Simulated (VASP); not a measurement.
Input of a VASP 6.6.1 run:

The input INCAR:

```
PREC = Accurate
ENCUT = 520
EDIFF = 1E-8
ISMEAR = -1
SIGMA = 0.03
LREAL = F
LASPH = T
NELM = 60
ALGO = Normal
ISIF = 2
LWAVE = F
LCHARG = F
GGA = PE
LEFG = T
NBANDS = 11
```

Contents of KPOINTS:

```
regular mesh
0
Gamma
  15 15 15
```

File POSCAR:

```
BAs
1.0
    0.0000000000      2.3646150000      2.3885000000
    2.3646150000      0.0000000000      2.3885000000
    2.3646150000      2.3646150000      0.0000000000
B As
1 1
Direct
    0.0000000000      0.0000000000      0.0000000000
    0.7500000000      0.7500000000      0.7500000000
```

Potentials or basis: VASP PAW PBE potentials, release 64 (B, As).

Launch:

```console
$ cat potpaw_PBE.64/B/POTCAR potpaw_PBE.64/As/POTCAR > POTCAR
$ mpirun -np 1 vasp_std > vasp.out
```

Q: What does it give for the band gap on the k mesh?

A: 1.08 eV, indirect (least direct gap 3.25 eV).

Q: What does it give for the pressure?

A: 6.5 GPa.

Electric field gradients, principal values (V/Å²):
```csv
atom,least,middle,greatest (by size)
1 B,-0.041,-0.041,0.082
2 As,-0.629,-0.630,1.259
```

Caveat: the cell differs from its parent crystal (x and y stretched by -1 %, z held); without QUAD_EFG the Cq values of the log hold for a quadrupole moment of 1 mb, not for the nuclei. A k mesh can miss the band edges.
